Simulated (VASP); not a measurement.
# InPd (R3m) in VASP: further runs

The runs below take InPd through electric field gradients, with PBE.

Everything below comes from runs of VASP 6.6.1. Logs are shortened: lines on timing, memory, paths and dates and some standing lists are left out, and cuts for length are marked.

### Step 1. The cell of the first run

The structure is trigonal, space group R3m (No. 160). The conventional cell has a = 4.627 Å, b = 4.627 Å, c = 5.667 Å, α = 90.00°, β = 90.00°, γ = 120.00°. In (site symmetry 3m) has 1 Pd at 1.64 Å within 2.2 Å. Pd (site symmetry 3m) has 1 In at 1.64 Å within 2.2 Å.

### Step 2. Electric field gradients, PBE (shortest bond scaled by 0.58)

File INCAR:

```
ALGO = Normal ; EDIFF = 1E-8
ENCUT = 520 ; GGA = PE
ISIF = 2 ; ISMEAR = -1
LASPH = T ; LCHARG = F
LEFG = T ; LREAL = F
LWAVE = F ; NBANDS = 18
NELM = 100 ; PREC = Accurate
SIGMA = 0.05
```

File KPOINTS:

```
k-points
0
Gamma
  9 9 9
```

File POSCAR:

```
InPd
1.0
    3.2718847800      0.0000000000      0.0000000000
    0.0000000000      3.2718847800      0.0000000000
    0.0000000000      0.0000000000      3.2718847800
In Pd
1 1
Direct
   -0.1050000000     -0.1050000000     -0.1050000000
    0.6050000000      0.6050000000      0.6050000000
```

Potentials or basis: VASP PAW PBE potentials, release 64 (In_d, Pd).

Started as:

```bash
$ cat potpaw_PBE.64/In_d/POTCAR potpaw_PBE.64/Pd/POTCAR > POTCAR
$ mpirun -np 1 vasp_std > vasp.out
```

OUTCAR:

```text
EDIFF = 1E-8
   ENCUT = 520
   GGA = PE
   ISIF = 2
   ISMEAR = -1
   LASPH = T
   LREAL = F
   NELM = 100
   PREC = Accurate

 ion  position               nearest neighbor table
   1  0.895  0.895  0.895-   2 1.64   2 2.68   2 2.68   2 2.68   2 3.42   2 3.42   2 3.42
   2  0.605  0.605  0.605-   1 1.64   1 2.68   1 2.68   1 2.68   1 3.42   1 3.42   1 3.42

 -----------------------------------------------------------------------------
|                                                                             |
|           W    W    AA    RRRRR   N    N  II  N    N   GGGG   !!!           |
|           W    W   A  A   R    R  NN   N  II  NN   N  G    G  !!!           |
|           W    W  A    A  R    R  N N  N  II  N N  N  G       !!!           |
|           W WW W  AAAAAA  RRRRR   N  N N  II  N  N N  G  GGG   !            |
|           WW  WW  A    A  R   R   N   NN  II  N   NN  G    G                |
|           W    W  A    A  R    R  N    N  II  N    N   GGGG   !!!           |
|                                                                             |
|     The distance between some ions is very small. Please check the          |
|     nearest-neighbor list in the OUTCAR file.                               |
|     I HOPE YOU KNOW WHAT YOU ARE DOING!                                     |
|                                                                             |
 -----------------------------------------------------------------------------

  LATTYP: Found a simple cubic cell.
 ALAT       =     3.2718847800

  Lattice vectors:

 A1 = (   3.2718847800,   0.0000000000,   0.0000000000)
 A2 = (   0.0000000000,   3.2718847800,   0.0000000000)
 A3 = (   0.0000000000,   0.0000000000,   3.2718847800)

Analysis of symmetry for initial positions (statically):
=====================================================================
 Subroutine PRICEL returns:
 Original cell was already a primitive cell.

 Routine SETGRP: Setting up the symmetry group for a
 simple cubic supercell.

 Subroutine GETGRP returns: Found  6 space group operations
 (whereof  6 operations were pure point group operations)
 out of a pool of 48 trial point group operations.

The static configuration has the point symmetry C_3v.

Analysis of symmetry for dynamics (positions and initial velocities):
[... 145 lines left out ...]
 maximum number of plane-waves:       956
   NGX = 13   NGY = 13   NGZ = 13

 number of electron      22.9999997 magnetization

 Free energy of the ion-electron system (eV)
  ---------------------------------------------------
  ext. energy  EPLUGINS =         0.00000000
  ---------------------------------------------------
  free energy    TOTEN  =         5.00030580 eV

  energy without entropy =        5.00473961  energy(sigma->0) =        5.00252270

 E-fermi :  10.8101     XC(G=0): -11.8534

 val. band max:       10.7881828715   @ k =   0.3333   0.1111   0.1111
 cond. band min:      10.8258089207   @ k =   0.4444   0.4444   0.4444
 fundamental gap:      0.0376260492
 Fermi energy:        10.8100732567

 k-point     1 :       0.0000    0.0000    0.0000
  band No.  band energies     occupation
      1      -6.7465      2.00000
      2      -6.4069      2.00000
      3      -6.4069      2.00000
      4      -4.7776      2.00000
      5      -4.7776      2.00000
      6       0.9293      2.00000
[... 481 lines left out ...]
      5      -4.6110      2.00000
      6       4.4118      2.00000
[... 10 lines left out ...]
     17      23.6343      0.00000
     18      25.4263      0.00000

 [... further k-points ...]
[... 5 lines left out ...]
  --------------------------------------------------------------------------------------
  -------------------------------------------------------------------------------------
  Total       24.3381966     24.3381966     24.3381966     20.8612475     20.8612475     20.8612475
  in kB     1113.2814520   1113.2814520   1113.2814520    954.2383225    954.2383225    954.2383225
  external PRESSURE =    1113.2814520 kB  Pullay stress =       0.0000000 kB

 VOLUME and BASIS-vectors are now :
 -----------------------------------------------------------------------------
  energy-cutoff  :      520.00
  volume of cell :       35.03
      direct lattice vectors                 reciprocal lattice vectors
     3.271884780  0.000000000  0.000000000     0.305634234  0.000000000  0.000000000
     0.000000000  3.271884780  0.000000000     0.000000000  0.305634234  0.000000000
     0.000000000  0.000000000  3.271884780     0.000000000  0.000000000  0.305634234

 POSITION                                       TOTAL-FORCE (eV/Angst)
 -----------------------------------------------------------------------------------
      2.92834      2.92834      2.92834        22.697376     22.697376     22.697376
      1.97949      1.97949      1.97949       -22.697376    -22.697376    -22.697376
 -----------------------------------------------------------------------------------
    total drift:                                0.000144      0.000144      0.000143

  FREE ENERGIE OF THE ION-ELECTRON SYSTEM (eV)
  ---------------------------------------------------
  free  energy   TOTEN  =         5.0003058024 eV

  energy  without entropy=        5.0047396066  energy(sigma->0) =        5.00252270

 Electric field gradients (V/A^2)
---------------------------------------------------------------------
 ion       V_xx      V_yy      V_zz      V_xy      V_xz      V_yz
---------------------------------------------------------------------
   1       0.000     0.000    -0.000    52.624    52.624    52.624
   2       0.000     0.000     0.000   -60.875   -60.875   -60.875
---------------------------------------------------------------------

 Electric field gradients after diagonalization (V/A^2)
 (convention: |V_zz| > |V_xx| > |V_yy|)
----------------------------------------------------------------------
 ion       V_xx      V_yy      V_zz     asymmetry (V_yy - V_xx)/ V_zz
----------------------------------------------------------------------
   1     -52.624   -52.624   105.248       0.000
   2      60.875    60.875  -121.750       0.000
----------------------------------------------------------------------

           NMR quadrupolar parameters

 Cq : quadrupolar parameter    Cq=e*Q*V_zz/h
 eta: asymmetry parameters     (V_yy - V_xx)/ V_zz
 Q  : nuclear electric quadrupole moment in mb (millibarn)
----------------------------------------------------------------------
 ion       Cq(MHz)       eta       Q (mb)
----------------------------------------------------------------------
   1       0.254       0.000       1.000
   2      -0.294       0.000       1.000
----------------------------------------------------------------------
```

Run time: 15 s. Hardware: 1 thread of Intel Xeon 6975P-C (Granite Rapids), shared host; peak memory 0.17 GiB.

What came out:

```yaml
Free_energy: 5.0003 eV
Pressure: 111.3 GPa
Largest_force: 39.313 eV/Å
```

Forces in eV/Å, atoms in the order of the input:
```
In   22.697  22.697  22.697
Pd  -22.697 -22.697 -22.697
```

Levels at points of the mesh, in eV from the Fermi level:
| k point | band 7 | band 8 | band 9 | band 10 | band 11 | band 12 | band 13 | band 14 | band 15 | band 16 |
| --- | --- | --- | --- | --- | --- | --- | --- | --- | --- | --- |
| (0.00, 0.00, 0.00) | -5.25 | -5.25 | -3.46 | -3.14 | -3.14 | 6.65 | 6.65 | 7.17 | 7.81 | 8.29 |

Electric field gradients, principal values (V/Å²):
| atom | least | middle | greatest (by size) |
| --- | --- | --- | --- |
| 1 In | -52.624 | -52.624 | 105.248 |
| 2 Pd | 60.875 | 60.875 | -121.750 |

Caveat: the cell differs from its parent crystal (shortest bond scaled by 0.58); without QUAD_EFG the Cq values of the log hold for a quadrupole moment of 1 mb, not for the nuclei; spin-orbit coupling is left out, which moves the levels of the heavy elements; forces of over 1 eV/Å act on the atoms, so gaps and moduli don't describe the material at rest.

### Step 3. Electric field gradients, PBE (shortest bond scaled by 0.94)

File INCAR:

```
  ALGO = Normal
  EDIFF = 1E-8
  ENCUT = 520
  GGA = PE
  ISIF = 2
  ISMEAR = -1
  LASPH = True
  LCHARG = False
  LEFG = True
  LREAL = False
  LWAVE = False
  NBANDS = 18
  NELM = 100
  PREC = Accurate
  SIGMA = 0.05
```

KPOINTS is that of step 2.

File POSCAR:

```
InPd
1.0
    3.2718847800      0.0000000000      0.0000000000
    0.0000000000      3.2718847800      0.0000000000
    0.0000000000      0.0000000000      3.2718847800
In Pd
1 1
Direct
   -0.0150000000     -0.0150000000     -0.0150000000
    0.5150000000      0.5150000000      0.5150000000
```

Potentials or basis: VASP PAW PBE potentials, release 64 (In_d, Pd).

Started as:

```bash
$ cat potpaw_PBE.64/In_d/POTCAR potpaw_PBE.64/Pd/POTCAR > POTCAR
$ mpirun -np 1 vasp_std > vasp.out
```

OUTCAR:

```text
EDIFF = 1E-8
   ENCUT = 520
   GGA = PE
   ISIF = 2
   ISMEAR = -1
   LASPH = True
   LREAL = False
   NELM = 100
   PREC = Accurate

 ion  position               nearest neighbor table
   1  0.985  0.985  0.985-   2 2.66   2 2.78   2 2.78   2 2.78   2 2.89   2 2.89   2 2.89   2 3.00

   2  0.515  0.515  0.515-   1 2.66   1 2.78   1 2.78   1 2.78   1 2.89   1 2.89   1 2.89   1 3.00

  LATTYP: Found a simple cubic cell.
 ALAT       =     3.2718847800

  Lattice vectors:

 A1 = (   3.2718847800,   0.0000000000,   0.0000000000)
 A2 = (   0.0000000000,   3.2718847800,   0.0000000000)
 A3 = (   0.0000000000,   0.0000000000,   3.2718847800)

Analysis of symmetry for initial positions (statically):
=====================================================================
 Subroutine PRICEL returns:
 Original cell was already a primitive cell.

 Routine SETGRP: Setting up the symmetry group for a
 simple cubic supercell.

 Subroutine GETGRP returns: Found  6 space group operations
 (whereof  6 operations were pure point group operations)
 out of a pool of 48 trial point group operations.

The static configuration has the point symmetry C_3v.

Analysis of symmetry for dynamics (positions and initial velocities):
=====================================================================
 Subroutine PRICEL returns:
 Original cell was already a primitive cell.

 Routine SETGRP: Setting up the symmetry group for a
 simple cubic supercell.

 Subroutine GETGRP returns: Found  6 space group operations
 (whereof  6 operations were pure point group operations)
 out of a pool of 48 trial point group operations.

The dynamic configuration has the point symmetry C_3v.

 Subroutine INISYM returns: Found  6 space group operations
 (whereof  6 operations are pure point group operations),
 and found     1 'primitive' translations

----------------------------------------------------------------------------------------

                                     Primitive cell

  volume of cell :      35.0263

  direct lattice vectors                    reciprocal lattice vectors
     3.271884780  0.000000000  0.000000000     0.305634234  0.000000000  0.000000000
     0.000000000  3.271884780  0.000000000     0.000000000  0.305634234  0.000000000
     0.000000000  0.000000000  3.271884780     0.000000000  0.000000000  0.305634234

  length of vectors
     3.271884780  3.271884780  3.271884780     0.305634234  0.305634234  0.305634234

  position of ions in fractional coordinates (direct lattice)
     0.985000000  0.985000000  0.985000000
     0.515000000  0.515000000  0.515000000

  ion indices of the primitive-cell ions
   primitive index   ion index
                 1           1
                 2           2

----------------------------------------------------------------------------------------

 KPOINTS: k-points

Automatic generation of k-mesh.
 Grid dimensions read from file:
 generate k-points for:    9    9    9

 Generating k-lattice:

[... 63 lines left out ...]
   EDIFFG = 0.1E-06   stopping-criterion for IOM
   NSW    =      0    number of steps for IOM
   IBRION =     -1    ionic relax: 0-MD 1-quasi-New 2-CG
   NFREE  =      0    steps in history (QN), initial steepest desc. (CG)
   ISIF   =      2    stress and relaxation
   ISYM   =      2    0-nonsym 1-usesym 2-fastsym
   POTIM  = 0.5000    time-step for ionic-motion
   TEBEG  =    0.0;   TEEND  =   0.0 temperature during run
   PSTRESS=    0.0 pullay stress
   NELECT =      23.0000    total number of electrons
   NUPDOWN=      -1.0000    fix difference up-down
   EMIN   =  10.00;   EMAX   =-10.00  energy-range for DOS
   EFERMI =   0.00;   METHOD = LEGACY
   ISMEAR =    -1;   SIGMA  =   0.05  broadening in eV -4-tet -1-fermi 0-gaus
   EFERMI_NEDOS =   21; number of points for ismear=-14 and -15
   IALGO  =     38    algorithm
   IMIX   =      4    mixing-type and parameters
     AMIX     =   0.40;   BMIX     =  1.00
     AMIX_MAG =   1.60;   BMIX_MAG =  1.00
  volume/ion in A,a.u.               =      17.51       118.18
  Fermi-wavevector in a.u.,A,eV,Ry     =   1.422938  2.688964 27.548447  2.024754
  Thomas-Fermi vector in A             =   2.543589
   LORBIT       =      0    0 simple, 1 ext, 2 COOP (PROOUT), +10 PAW based schemes
   GGA     = PE    functional components
   LHFCALC =     F    Hartree Fock is set to
   AEXX    =    0.0000 exact exchange contribution
   IVDW    =     0    specifies the selected vdW correction
   LEPSILON=     F    determine dielectric tensor
   LRPA    =     F    only Hartree local field effects (RPA)
 non-spin polarized calculation
  energy-cutoff  :      520.00
  volume of cell :       35.03
 maximum number of plane-waves:       956
   NGX = 13   NGY = 13   NGZ = 13

 number of electron      23.0000004 magnetization

 Free energy of the ion-electron system (eV)
  ---------------------------------------------------
  ext. energy  EPLUGINS =         0.00000000
  ---------------------------------------------------
  free energy    TOTEN  =        -8.66287403 eV

  energy without entropy =       -8.65598753  energy(sigma->0) =       -8.65943078

 E-fermi :  10.5631     XC(G=0): -12.2239

 val. band max:       10.4954388537   @ k =   0.3333   0.2222   0.0000
 cond. band min:      10.6349695669   @ k =   0.4444   0.4444   0.4444
 fundamental gap:      0.1395307132
 Fermi energy:        10.5630656775

 k-point     1 :       0.0000    0.0000    0.0000
  band No.  band energies     occupation
      1      -4.4753      2.00000
      2      -4.4753      2.00000
      3      -4.0805      2.00000
      4      -4.0606      2.00000
      5      -4.0606      2.00000
      6       0.4309      2.00000
[... 481 lines left out ...]
      5      -3.8814      2.00000
      6       4.2877      2.00000
[... 10 lines left out ...]
     17      21.9901      0.00000
     18      24.1060      0.00000

 [... further k-points ...]
[... 5 lines left out ...]
  --------------------------------------------------------------------------------------
  -------------------------------------------------------------------------------------
  Total        1.1494203      1.1494203      1.1494203      0.2221901      0.2221901      0.2221901
  in kB       52.5769552     52.5769552     52.5769552     10.1634508     10.1634508     10.1634508
  external PRESSURE =      52.5769552 kB  Pullay stress =       0.0000000 kB

 VOLUME and BASIS-vectors are now :
 -----------------------------------------------------------------------------
  energy-cutoff  :      520.00
  volume of cell :       35.03
      direct lattice vectors                 reciprocal lattice vectors
     3.271884780  0.000000000  0.000000000     0.305634234  0.000000000  0.000000000
     0.000000000  3.271884780  0.000000000     0.000000000  0.305634234  0.000000000
     0.000000000  0.000000000  3.271884780     0.000000000  0.000000000  0.305634234

 POSITION                                       TOTAL-FORCE (eV/Angst)
 -----------------------------------------------------------------------------------
      3.22281      3.22281      3.22281         0.455263      0.455263      0.455263
      1.68502      1.68502      1.68502        -0.455263     -0.455263     -0.455263
 -----------------------------------------------------------------------------------
    total drift:                                0.000638      0.000638      0.000642

  FREE ENERGIE OF THE ION-ELECTRON SYSTEM (eV)
  ---------------------------------------------------
  free  energy   TOTEN  =        -8.6628740277 eV

  energy  without entropy=       -8.6559875264  energy(sigma->0) =       -8.65943078

 Electric field gradients (V/A^2)
---------------------------------------------------------------------
 ion       V_xx      V_yy      V_zz      V_xy      V_xz      V_yz
---------------------------------------------------------------------
   1       0.000     0.000     0.000    -2.090    -2.090    -2.090
   2       0.000     0.000     0.000    -1.581    -1.581    -1.581
---------------------------------------------------------------------

 Electric field gradients after diagonalization (V/A^2)
 (convention: |V_zz| > |V_xx| > |V_yy|)
----------------------------------------------------------------------
 ion       V_xx      V_yy      V_zz     asymmetry (V_yy - V_xx)/ V_zz
----------------------------------------------------------------------
   1       2.090     2.090    -4.180       0.000
   2       1.581     1.581    -3.162       0.000
----------------------------------------------------------------------

           NMR quadrupolar parameters

 Cq : quadrupolar parameter    Cq=e*Q*V_zz/h
 eta: asymmetry parameters     (V_yy - V_xx)/ V_zz
 Q  : nuclear electric quadrupole moment in mb (millibarn)
----------------------------------------------------------------------
 ion       Cq(MHz)       eta       Q (mb)
----------------------------------------------------------------------
   1      -0.010       0.000       1.000
   2      -0.008       0.000       1.000
----------------------------------------------------------------------
```

OSZICAR:

```text
N       E                     dE             d eps       ncg     rms          rms(c)
DAV:   1     0.166851030897E+03    0.16685E+03   -0.11177E+04  3144   0.167E+03
DAV:   2     0.194914564426E+00   -0.16666E+03   -0.15945E+03  3090   0.369E+02
DAV:   3    -0.866964457923E+01   -0.88646E+01   -0.87922E+01  3448   0.897E+01
DAV:   4    -0.886916101598E+01   -0.19952E+00   -0.19938E+00  3668   0.120E+01
DAV:   5    -0.887861523977E+01   -0.94542E-02   -0.94537E-02  4078   0.254E+00    0.655E+00
DAV:   6    -0.870593987951E+01    0.17268E+00   -0.34577E-01  3492   0.821E+00    0.315E+00
DAV:   7    -0.866979112778E+01    0.36149E-01   -0.59811E-02  3978   0.448E+00    0.135E+00
DAV:   8    -0.866361350911E+01    0.61776E-02   -0.19354E-02  3302   0.124E+00    0.396E-01
DAV:   9    -0.866287095379E+01    0.74256E-03   -0.17829E-03  4002   0.639E-01    0.751E-02
DAV:  10    -0.866287317420E+01   -0.22204E-05   -0.51287E-05  4270   0.939E-02    0.273E-02
DAV:  11    -0.866287357420E+01   -0.40001E-06   -0.53583E-06  3382   0.196E-02    0.588E-03
DAV:  12    -0.866287413530E+01   -0.56110E-06   -0.51621E-07  3710   0.581E-03    0.205E-03
DAV:  13    -0.866287407124E+01    0.64064E-07   -0.41929E-08  3306   0.164E-03    0.101E-03
DAV:  14    -0.866287403598E+01    0.35262E-07   -0.40532E-09  1722   0.804E-04    0.357E-04
DAV:  15    -0.866287402770E+01    0.82787E-08   -0.14953E-09  1640   0.445E-04
   1 F= -.86628740E+01 E0= -.86594308E+01  d E =-.688650E-02
```

Wall time 45 s (1 thread of Intel Xeon 8259CL, shared host); peak memory 0.18 GiB.

What came out:

```
Free energy   : -8.6629 eV
Pressure      : 5.3 GPa
Largest force : 0.789 eV/Å
```

Forces in eV/Å, atoms in the order of the input:
```
In   0.455  0.455  0.455
Pd  -0.455 -0.455 -0.455
```

Stress tensor (GPa, compression positive):
```
5.26 1.02 1.02
1.02 5.26 1.02
1.02 1.02 5.26
```

Electric field gradients, principal values (V/Å²):
| atom | least | middle | greatest (by size) |
| --- | --- | --- | --- |
| 1 In | 2.090 | 2.090 | -4.180 |
| 2 Pd | 1.581 | 1.581 | -3.162 |

Caveat: the cell differs from its parent crystal (shortest bond scaled by 0.94); without QUAD_EFG the Cq values of the log hold for a quadrupole moment of 1 mb, not for the nuclei; spin-orbit coupling is left out, which moves the levels of the heavy elements.

(Part 1 of 2 ends here.)
